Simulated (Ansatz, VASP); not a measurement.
Two plane-wave programs on PbF2

```xyz
3
Lattice="0.0000 2.9604 2.9604 2.9604 0.0000 2.9604 2.9604 2.9604 0.0000" Properties=species:S:1:pos:R:3 pbc="T T T"
Pb    0.0000    0.0000    0.0000
F     1.4802    1.4802    1.4802
F     4.4407    4.4407    4.4407
```

Alike in both runs: task single point; functional PBEsol; k mesh 6 × 6 × 6; occupations tetrahedron; no spin polarisation.

|  | VASP | Ansatz |
| --- | --- | --- |
| version | VASP 6.6.1 | Ansatz 0.2.0 |
| potentials or method | VASP PAW PBE potentials, release 64 (Pb_d, F) | plane waves |
| plane-wave cutoff (eV) | 600 | 420 |
| valence electrons in the cell | 28 | 28 |

VASP gave:

* gap on the k mesh at the Fermi level (eV): 4.33
* pressure (GPa): -1.1

**Question.** What did Ansatz give for the same quantities?

**Answer.** gap on the k mesh at the Fermi level (eV): 4.33; pressure (GPa): -0.8.

VASP's potentials were made for PBE, not for PBEsol. The functional is the same, so the differences come from potentials, cutoffs and numerics. Ansatz's warnings: band table not solved further, tetrahedron derivatives may miss energy slope.

Spin-orbit coupling is off throughout.
